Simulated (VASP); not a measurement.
Crystal: PbS.

```
Pb S
1.0
     2.09373   -6.03098    0.00000
     2.09373    6.03098    0.00000
     0.00000    0.00000    4.30766
Pb S
2 2
Direct
  0.13056 0.86944 0.25000
  0.86944 0.13056 0.75000
  0.35480 0.64520 0.25000
  0.64520 0.35480 0.75000
```

Base run:

| Item | Value |
| --- | --- |
| Program | VASP 6.6.1 |
| Functional | BLYP |
| Dispersion | D4 |
| Potentials or basis | VASP PAW PBE potentials, release 64 (Pb_d, S) |
| Cutoff | 520 eV |
| k mesh | 7 × 7 × 6 |
| Occupations | fermi-dirac, width 0.05 eV |
| Spin | no spin polarisation |

Its results: band gap on the k mesh 1.33 eV (least direct gap 1.48 eV); pressure 0.8 GPa; largest force 0.124 eV/Å.

Problem. The run is repeated on the same cell with these changes: dispersion from D4 to D3(BJ). What comes out?

Solution. Band gap on the k mesh 1.33 eV (least direct gap 1.48 eV); pressure -1.0 GPa; largest force 0.146 eV/Å.

Caveats: the PAW data sets were made with another functional, which shifts forces and pressure a little; spin-orbit coupling is left out, which moves the levels of the heavy elements; an odd mesh through Γ misses points on the zone boundary, where band edges can lie.
